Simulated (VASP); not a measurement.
Set up this calculation in VASP 6.6.1, as the native input.

```
Task                   : single point
Functional             : PBE
Potentials or basis    : VASP PAW PBE potentials, release 64 (Si, C)
Cutoff                 : 520 eV
k mesh                 : 6 × 6 × 4
Occupations            : gaussian, width 0.05 eV
Spin                   : no spin polarisation
Dipole correction      : no
Further INCAR settings : ALGO = Normal; EDIFF = 1e-06; NBANDS = 16
```

The structure of SiC lies in POSCAR:

```
SiC
1.0
    3.0759982064      0.0000000000      0.0000000000
   -1.5379991032      2.6638925888      0.0000000000
    0.0000000000      0.0000000000      5.0480000000
Si C
2 2
Direct
    0.3695932723      0.6932107843      0.0198098257
    0.6666666667      0.3333333333      0.5000000000
    0.3333333333      0.6666666667      0.3850000000
    0.6666666667      0.3333333333      0.8850000000
```

This cell differs from its parent crystal: atom 1 (Si) moved by (+0.100, +0.100) A along [1 1 0] and z.

These files were run (other wordings do the same):

INCAR

```
SYSTEM = SiC
  PREC = Accurate
  ENCUT = 520
  EDIFF = 1E-6
  ISMEAR = 0
  SIGMA = 0.05
  LREAL = .FALSE.
  LASPH = .TRUE.
  NELM = 60
  ALGO = Normal
  ISIF = 2
  LWAVE = .FALSE.
  LCHARG = .FALSE.
  GGA = PE
  NBANDS = 16
```

KPOINTS

```
Automatic mesh
0
G
  6 6 4
  0 0 0
```

Potentials or basis: VASP PAW PBE potentials, release 64 (Si, C).

Command:

```console
$ cat potpaw_PBE.64/Si/POTCAR potpaw_PBE.64/C/POTCAR > POTCAR
$ mpirun -np 1 vasp_std > vasp.out
```

Results of the run:

```
Pressure               : 4.3 GPa
Largest force          : 2.486 eV/Å
Band gap on the k mesh : 1.77 eV, indirect (least direct gap 3.72 eV)
```

Caveat: the cell differs from its parent crystal (atom 1 (Si) moved by (+0.100, +0.100) A along [1 1 0] and z); forces of over 1 eV/Å act on the atoms, so gaps and moduli don't describe the material at rest.

It took 26 s on 1 thread of Intel(R) Xeon(R) Platinum 8488C (Sapphire Rapids), on a shared host, peak memory 0.17 GiB.
